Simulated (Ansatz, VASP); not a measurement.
Si in VASP and in Ansatz

The input INCAR:

```
  PREC = Accurate
  ENCUT = 520
  EDIFF = 1E-6
  ISMEAR = -1
  SIGMA = 0.02
  LREAL = F
  LASPH = T
  NELM = 100
  ALGO = Normal
  ISIF = 2
  LWAVE = F
  LCHARG = F
  GGA = PE
  NBANDS = 11
```

File KPOINTS:

```
Automatic mesh
0
Gamma
  8 8 8
```

POSCAR

```
Si
1.0
    0.0000000000      2.7221188733      2.7221188733
    2.7221188733      0.0000000000      2.7221188733
    2.7221188733      2.7221188733      0.0000000000
Si
2
Direct
    0.0000000000      0.0000000000      0.0000000000
    0.2500000000      0.2500000000      0.2500000000
```

Input for Ansatz:

```yaml
crystal:
  lattice:
    - [0.0, 2.7221188733, 2.7221188733]
    - [2.7221188733, 0.0, 2.7221188733]
    - [2.7221188733, 2.7221188733, 0.0]
  atoms:
    - { symbol: Si, position: [0.0, 0.0, 0.0] }
    - { symbol: Si, position: [0.25, 0.25, 0.25] }
kpoints:
  mp_grid: { grid: [8, 8, 8] }
  band_path:
    path:
      - [[0.0, 0.0, 0.0], [0.5, 2.884535276866e-35, 0.5], [0.625, 0.25, 0.625]]
      - [[0.375, 0.375, 0.75], [0.0, 0.0, 0.0], [0.5, 0.5, 0.5], [0.5, 0.25, 0.75], [0.5, 2.884535276866e-35, 0.5]]
    npoints: 10
hamiltonian:
  xc: pbe
scf:
  occupations: { method: fermi_dirac, width: 0.02 }
  n_extra_bands: 4
output:
  forces: true
  stress: true
  eigenvalues: true
  write_density: true
  write_potential: true
  elf: true
  volumetric_format: npy
```

Alike in both runs: task single point; functional PBE; k mesh 8 × 8 × 8; occupations fermi-dirac, width 0.02 eV; no spin polarisation.

```csv
,VASP,Ansatz
version,VASP 6.6.1,Ansatz 0.2.0
potentials or method,"VASP PAW PBE potentials, release 64 (Si)","plane waves, PAW"
plane-wave cutoff (eV),520,420
valence electrons in the cell,8,8
```

```csv
,VASP,Ansatz,Ansatz less VASP
pressure (GPa),1.2,1.3,+0.08
```

With one functional, cell and mesh, what is left measures potentials, basis and numerics.
